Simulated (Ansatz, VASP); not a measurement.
**Two plane-wave programs on ZrB2**

```
Zr B
1.0
     3.06020    0.00000    0.00000
    -1.53010    2.65021    0.00000
     0.00000    0.00000    3.56520
Zr B
1 2
Direct
  0.00000 0.00000 0.00000
  0.33333 0.66667 0.50000
  0.66667 0.33333 0.50000
```

Alike in both runs: task single point; functional PBEsol; k mesh 15 × 15 × 12; occupations gaussian, width 0.15 eV; no spin polarisation.

```csv
,VASP,Ansatz
version,VASP 6.6.1,Ansatz 0.2.0
potentials or method,"VASP PAW PBE potentials, release 64 (Zr_sv, B), cutoff 520 eV","scalar-relativistic, plane waves, PAW"
valence electrons in the cell,18,18
```

|  | VASP | Ansatz | Ansatz less VASP |
| --- | --- | --- | --- |
| gap on the k mesh at the Fermi level (eV) | none | none | - |
| pressure (GPa) | 13.3 | 12.9 | -0.42 |
| traceless stress, the component that is largest in VASP (GPa) | -12.50 | -12.48 | +0.016 |

VASP's potentials were made for PBE, not for PBEsol. A gap of «none» marks a metal or a gap that the smearing closes. The functional is the same, so the differences come from potentials, cutoffs and numerics.
